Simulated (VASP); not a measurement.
# Zn (Fm-3m) in VASP: notebook

Aim: see how the results for Zn move with the level of theory and the settings. Levels: PBEsol, LDA, r2SCAN. Tasks: relaxation of cell and atoms, single point.

Everything below comes from runs of VASP 6.6.1. Logs are shortened: lines on timing, memory, paths and dates and some standing lists are left out, and cuts for length are marked.

### Step 1. The cell of the first run

The structure is cubic, space group Fm-3m (No. 225). The conventional cell has a = 3.930 Å, b = 3.930 Å, c = 3.930 Å, α = 90.00°, β = 90.00°, γ = 90.00°. Zn (site symmetry m-3m) has 12 Zn at 2.78 Å within 3.7 Å.

### Step 2. Relaxation of cell and atoms, PBEsol, target pressure 30 GPa, at which the enthalpy is minimised

Input file INCAR:

```
SYSTEM = Zn
  ALGO = Fast
  EDIFF = 1E-7
  EDIFFG = -0.01
  ENCUT = 600
  GGA = PS
  IBRION = 2
  ISIF = 3
  ISMEAR = -1
  LASPH = .TRUE.
  LCHARG = .FALSE.
  LREAL = .FALSE.
  LWAVE = .FALSE.
  NELM = 100
  NSW = 60
  PREC = Accurate
  PSTRESS = 300.0
  SIGMA = 0.05
```

Input file KPOINTS:

```
k-points
0
G
  12 12 12
  0 0 0
```

Input file POSCAR:

```
Zn
1.0
    0.0000000000      1.9647760000      1.9647760000
    1.9647760000      0.0000000000      1.9647760000
    1.9647760000      1.9647760000      0.0000000000
Zn
1
Direct
    0.0000000000      0.0000000000      0.0000000000
```

Potentials or basis: VASP PAW PBE potentials, release 64 (Zn).

Command:

```sh
> cat potpaw_PBE.64/Zn/POTCAR > POTCAR
> mpirun -np 1 vasp_std > vasp.out
```

OUTCAR:

```text
SYSTEM = Zn
   EDIFF = 1E-7
   EDIFFG = -0.01
   ENCUT = 600
   GGA = PS
   IBRION = 2
   ISIF = 3
   ISMEAR = -1
   LASPH = .TRUE.
   LREAL = .FALSE.
   NELM = 100
   NSW = 60
   PREC = Accurate
   PSTRESS = 300.0

 ion  position               nearest neighbor table
   1  0.000  0.000  0.000-

  LATTYP: Found a face centered cubic cell.
 ALAT       =     3.9295520000

  Lattice vectors:

 A1 = (   0.0000000000,   1.9647760000,   1.9647760000)
 A2 = (   1.9647760000,   0.0000000000,   1.9647760000)
 A3 = (   1.9647760000,   1.9647760000,   0.0000000000)

Analysis of symmetry for initial positions (statically):
=====================================================================
 Subroutine PRICEL returns:
 Original cell was already a primitive cell.

 Routine SETGRP: Setting up the symmetry group for a
 face centered cubic supercell.

 Subroutine GETGRP returns: Found 48 space group operations
 (whereof 48 operations were pure point group operations)
 out of a pool of 48 trial point group operations.

The static configuration has the point symmetry O_h .

Analysis of symmetry for dynamics (positions and initial velocities):
=====================================================================
 Subroutine PRICEL returns:
 Original cell was already a primitive cell.

 Routine SETGRP: Setting up the symmetry group for a
 face centered cubic supercell.

 Subroutine GETGRP returns: Found 48 space group operations
 (whereof 48 operations were pure point group operations)
 out of a pool of 48 trial point group operations.

The dynamic configuration has the point symmetry O_h .

 Subroutine INISYM returns: Found 48 space group operations
 (whereof 48 operations are pure point group operations),
 and found     1 'primitive' translations

----------------------------------------------------------------------------------------

                                     Primitive cell

  volume of cell :      15.1694

  direct lattice vectors                    reciprocal lattice vectors
     0.000000000  1.964776000  1.964776000    -0.254481936  0.254481936  0.254481936
     1.964776000  0.000000000  1.964776000     0.254481936 -0.254481936  0.254481936
     1.964776000  1.964776000  0.000000000     0.254481936  0.254481936 -0.254481936

  length of vectors
     2.778612866  2.778612866  2.778612866     0.440775643  0.440775643  0.440775643

  position of ions in fractional coordinates (direct lattice)
     0.000000000  0.000000000  0.000000000

  ion indices of the primitive-cell ions
   primitive index   ion index
                 1           1

----------------------------------------------------------------------------------------

 KPOINTS: k-points

Automatic generation of k-mesh.
 Grid dimensions read from file:
 generate k-points for:   12   12   12

 Generating k-lattice:

  Cartesian coordinates                     Fractional coordinates (reciprocal lattice)
    -0.021206828  0.021206828  0.021206828     0.083333333  0.000000000  0.000000000
     0.021206828 -0.021206828  0.021206828     0.000000000  0.083333333  0.000000000
     0.021206828  0.021206828 -0.021206828     0.000000000  0.000000000  0.083333333

  Length of vectors
     0.036731304  0.036731304  0.036731304

  Shift w.r.t. Gamma in fractional coordinates (k-lattice)
     0.000000000  0.000000000  0.000000000

 Subroutine IBZKPT returns following result:
 ===========================================

 Found     72 irreducible k-points:

 Following reciprocal coordinates:
            Coordinates               Weight
  0.000000  0.000000  0.000000      1.000000
  0.083333  0.000000  0.000000      8.000000
  0.166667  0.000000  0.000000      8.000000
  0.250000  0.000000  0.000000      8.000000
  0.333333  0.000000  0.000000      8.000000
  0.416667  0.000000  0.000000      8.000000
[... 16 lines left out ...]
  0.500000  0.166667  0.000000     24.000000
 -0.416667  0.166667  0.000000     24.000000
 [... further k-points ...]
   k-points           NKPTS =     72   k-points in BZ     NKDIM =     72   number of bands    NBANDS=     10
   number of dos      NEDOS =    301   number of ions     NIONS =      1
   total plane-waves  NPLWV =  13824
   dimension x,y,z NGX =    24 NGY =   24 NGZ =   24
   dimension x,y,z NGXF=    48 NGYF=   48 NGZF=   48
   ions per type =               1
   NGX,Y,Z   is equivalent  to a cutoff of  14.36, 14.36, 14.36 a.u.
   NGXF,Y,Z  is equivalent  to a cutoff of  28.72, 28.72, 28.72 a.u.
 SYSTEM =  Zn
   PREC   = accura    normal or accurate (medium, high low for compatibility)
   ISTART =      0    job   : 0-new  1-cont  2-samecut
   ICHARG =      2    charge: 1-file 2-atom 10-const
   ISPIN  =      1    spin polarized calculation?
   LNONCOLLINEAR =      F non collinear calculations
   LSORBIT =      F    spin-orbit coupling
   LASPH  =      T    aspherical Exc in radial PAW
   ENCUT  =  600.0 eV  44.10 Ry    6.64 a.u.   5.55  5.55  5.55*2*pi/ulx,y,z
   NELM   =    100;   NELMIN=  2; NELMDL= -5     # of ELM steps
   EDIFF  = 0.1E-06   stopping-criterion for ELM
   LREAL  =      F    real-space projection
   EDIFFG = -.1E-01   stopping-criterion for IOM
   NSW    =     60    number of steps for IOM
   IBRION =      2    ionic relax: 0-MD 1-quasi-New 2-CG
   NFREE  =      1    steps in history (QN), initial steepest desc. (CG)
   ISIF   =      3    stress and relaxation
   ISYM   =      2    0-nonsym 1-usesym 2-fastsym
   POTIM  = 0.5000    time-step for ionic-motion
   TEBEG  =    0.0;   TEEND  =   0.0 temperature during run
   PSTRESS=  300.0 pullay stress
   NELECT =      12.0000    total number of electrons
   NUPDOWN=      -1.0000    fix difference up-down
   EMIN   =  10.00;   EMAX   =-10.00  energy-range for DOS
   EFERMI =   0.00;   METHOD = LEGACY
   ISMEAR =    -1;   SIGMA  =   0.05  broadening in eV -4-tet -1-fermi 0-gaus
   EFERMI_NEDOS =   21; number of points for ismear=-14 and -15
   IALGO  =     68    algorithm
   IMIX   =      4    mixing-type and parameters
     AMIX     =   0.40;   BMIX     =  1.00
     AMIX_MAG =   1.60;   BMIX_MAG =  1.00
  volume/ion in A,a.u.               =      15.17       102.37
  Fermi-wavevector in a.u.,A,eV,Ry     =   1.514069  2.861175 31.190044  2.292404
  Thomas-Fermi vector in A             =   2.623775
   LORBIT       =      0    0 simple, 1 ext, 2 COOP (PROOUT), +10 PAW based schemes
   GGA     = PS    functional components
   LHFCALC =     F    Hartree Fock is set to
   AEXX    =    0.0000 exact exchange contribution
   IVDW    =     0    specifies the selected vdW correction
   LEPSILON=     F    determine dielectric tensor
   LRPA    =     F    only Hartree local field effects (RPA)
 conjugate gradient relaxation of ions
 non-spin polarized calculation
 RMM-DIIS sequential band-by-band and
  energy-cutoff  :      600.00
  volume of cell :       15.17
 maximum number of plane-waves:       532
 NGX is ok and might be reduce to    24
   NGX = 11   NGY = 11   NGZ = 11

--------------------------------------- Ionic step        1  -------------------------------------------

 number of electron      12.0000008 magnetization

 Free energy of the ion-electron system (eV)
  ---------------------------------------------------
  ext. energy  EPLUGINS =         0.00000000
  ---------------------------------------------------
  free energy    TOTEN  =        -1.53679926 eV

  energy without entropy =       -1.53344447  energy(sigma->0) =       -1.53512187

------------------------ aborting loop because EDIFF is reached ----------------------------------------

  FORCE on cell =-STRESS in cart. coord.  units (eV):
  Direction    XX          YY          ZZ          XY          YZ          ZX
  --------------------------------------------------------------------------------------
  -------------------------------------------------------------------------------------
  Total       -0.4809841     -0.4809841     -0.4809841     -0.0000000      0.0000000      0.0000000
  in kB      -50.8009904    -50.8009904    -50.8009904     -0.0000000      0.0000000      0.0000000
  external PRESSURE =    -350.8009904 kB  Pullay stress =     300.0000000 kB
[... 133 lines left out ...]
  enthalpy is  TOTEN    =         0.8568574184 eV   P V=        2.3419702947

--------------------------------------- Ionic step        5  -------------------------------------------

 number of electron      11.9999999 magnetization

 E-fermi :   6.2643     XC(G=0): -13.7296

 val. band max:        6.2100372677   @ k =  -0.3333   0.5000   0.1667
 cond. band min:       6.3446603741   @ k =  -0.4167   0.2500   0.0000
 fundamental gap:      0.1346231065
 Fermi energy:         6.2642623637

 k-point     1 :       0.0000    0.0000    0.0000
  band No.  band energies     occupation
      1      -7.7151      2.00000
      2      -2.9305      2.00000
      3      -2.9305      2.00000
      4      -2.9305      2.00000
      5      -2.1970      2.00000
      6      -2.1970      2.00000
      7      27.6078      0.00000
      8      29.5300      0.00000
      9      29.5300      0.00000
     10      29.5300      0.00000
[... 287 lines left out ...]
 k-point    24 :      -0.4167    0.1667    0.0000
  band No.  band energies     occupation
      1      -4.0392      2.00000
      2      -3.1542      2.00000
      3      -2.6825      2.00000
      4      -2.4626      2.00000
      5      -1.7593      2.00000
      6       2.7324      2.00000
      7       6.1249      1.88388
      8      17.8985      0.00000
      9      22.6760      0.00000
     10      24.9165      0.00000

 [... further k-points ...]
[... 5 lines left out ...]
  --------------------------------------------------------------------------------------
  -------------------------------------------------------------------------------------
  Total        3.4901420      3.4901420      3.4901420      0.0000000     -0.0000000     -0.0000000
  in kB      525.1269815    525.1269815    525.1269815      0.0000000     -0.0000000     -0.0000000
  external PRESSURE =     225.1269815 kB  Pullay stress =     300.0000000 kB
[... 59 lines left out ...]
  enthalpy is  TOTEN    =         0.8118233184 eV   P V=        2.1848355729

--------------------------------------- Ionic step        7  -------------------------------------------

 number of electron      12.0000003 magnetization

 Free energy of the ion-electron system (eV)
  ---------------------------------------------------
  ext. energy  EPLUGINS =         0.00000000
  ---------------------------------------------------
  free energy    TOTEN  =        -1.35803550 eV

  energy without entropy =       -1.35629352  energy(sigma->0) =       -1.35716451

 E-fermi :   5.3296     XC(G=0): -13.2245

 val. band max:        5.1128938845   @ k =  -0.4167   0.1667   0.0000
 cond. band min:       5.3331165085   @ k =  -0.4167   0.2500   0.0000
 fundamental gap:      0.2202226240
 Fermi energy:         5.3295826730

 k-point     1 :       0.0000    0.0000    0.0000
  band No.  band energies     occupation
      1      -7.6719      2.00000
      2      -3.3839      2.00000
      3      -3.3839      2.00000
      4      -3.3839      2.00000
      5      -2.7527      2.00000
      6      -2.7527      2.00000
      7      26.1138      0.00000
      8      27.3585      0.00000
      9      27.3585      0.00000
     10      27.3585      0.00000
[... 287 lines left out ...]
 k-point    24 :      -0.4167    0.1667    0.0000
  band No.  band energies     occupation
      1      -4.3211      2.00000
      2      -3.5651      2.00000
      3      -3.1666      2.00000
      4      -2.9405      2.00000
      5      -2.3725      2.00000
      6       2.1407      2.00000
      7       5.1129      1.97410
      8      16.4100      0.00000
      9      20.8743      0.00000
     10      23.0824      0.00000

 [... further k-points ...]
[... 5 lines left out ...]
  --------------------------------------------------------------------------------------
  -------------------------------------------------------------------------------------
  Total        2.1678326      2.1678326      2.1678326      0.0000000      0.0000000      0.0000000
  in kB      299.7757699    299.7757699    299.7757699      0.0000000      0.0000000      0.0000000
  external PRESSURE =      -0.2242301 kB  Pullay stress =     300.0000000 kB
[... 16 lines left out ...]
  FREE ENERGIE OF THE ION-ELECTRON SYSTEM (eV)
  ---------------------------------------------------
  free  energy   TOTEN  =        -1.3580354976 eV

  energy  without entropy=       -1.3562935184  energy(sigma->0) =       -1.35716451

  enthalpy is  TOTEN    =         0.8114186402 eV   P V=        2.1694541377

 reached required accuracy - stopping structural energy minimisation
```

Run time: 28 s. Hardware: 1 thread of Intel Xeon 6975P-C (Granite Rapids), shared host; peak memory 0.16 GiB.

What came out:

```yaml
Free_energy: -1.3580 eV
Relaxed_volume: 11.59 Å³/atom
Relaxed_cell: a = 2.540 Å, b = 2.540 Å, c = 2.540 Å, α = 60.00°, β = 60.00°, γ = 60.00°
Space_group_after_relaxing_to_0.05_Å: Fm-3m (No. 225)
Energy_change_on_relaxing_the_enthalpy_is_what_falls: +178.8 meV/atom
Ionic_steps: 7
Pressure_after_relaxing: 30.0 GPa
Band_gap_on_the_k_mesh: zero (band 6 reaches 7.57 eV, above the bottom of band 7 at 4.27 eV)
```

Step by step:
```csv
step,energy change (eV),largest force (eV/Å),pressure (GPa),volume (Å³)
1,0.0000,0.0000,-5.08,15.17
2,4.6495,0.0000,171.90,8.98
3,1.0080,0.0000,15.02,13.12
4,0.0517,0.0000,15.05,12.51
5,0.4157,0.0000,52.51,10.65
6,0.1638,0.0000,28.44,11.67
7,0.1788,0.0000,29.98,11.59
```

Final structure:
```
CELL_PARAMETERS angstrom
0.00000 1.79599 1.79599
1.79599 0.00000 1.79599
1.79599 1.79599 0.00000
ATOMIC_POSITIONS crystal
Zn 0.00000 0.00000 0.00000
```

Levels at points of the mesh, in eV from the Fermi level:
```tsv
k point	band 3	band 4	band 5	band 6	band 7	band 8	band 9	band 10
(0.00, 0.00, 0.00)	-8.71	-8.71	-8.08	-8.08	20.78	22.03	22.03	22.03
(0.50, 0.00, 0.00)	-8.73	-7.63	-7.63	-4.43	-1.06	18.47	21.87	21.87
(0.50, 0.50, 0.00)	-7.65	-7.51	-7.51	-2.00	2.60	9.65	9.65	13.81
```

Caveat: the cell is relaxed towards a set pressure, so the enthalpy falls and the energy may rise; the volume moved by over 15 % at a fixed basis, so the end points are rough; the PAW data sets were made with another functional, which shifts forces and pressure a little.

### Step 3. Single point, LDA

Input file INCAR:

```
  ALGO = Normal
  EDIFF = 1E-6
  ENCUT = 520
  GGA = CA
  ISIF = 2
  ISMEAR = -1
  LASPH = T
  LCHARG = F
  LREAL = F
  LWAVE = F
  NBANDS = 12
  NELM = 60
  PREC = Accurate
  SIGMA = 0.05
```

Input file KPOINTS:

```
k-points
0
Gamma
  7 7 7
```

POSCAR is that of step 2.

Potentials or basis: VASP PAW LDA potentials, release 64 (Zn).

Command:

```sh
> cat potpaw_LDA.64/Zn/POTCAR > POTCAR
> mpirun -np 1 vasp_std > vasp.out
```

Run time: 2.4 s. Hardware: 1 thread of Intel Xeon 6975P-C (Granite Rapids), shared host; peak memory 0.12 GiB.

It converged, with:

| Quantity | Value |
| --- | --- |
| Free energy | -1.8547 eV |
| Pressure | -8.7 GPa |
| Band gap on the k mesh | zero (band 6 reaches 3.77 eV, above the bottom of band 7 at 2.16 eV) |

Levels at points of the mesh, in eV from the Fermi level:
| k point | band 2 | band 3 | band 4 | band 5 | band 6 | band 7 | band 8 | band 9 | band 10 | band 11 |
| --- | --- | --- | --- | --- | --- | --- | --- | --- | --- | --- |
| (0.00, 0.00, 0.00) | -7.67 | -7.67 | -7.67 | -7.29 | -7.29 | 18.14 | 18.14 | 18.14 | 19.07 | 21.10 |

Caveat: the k points lie up to 0.40 Å⁻¹ apart.

(Continued in part 2 of 2.)
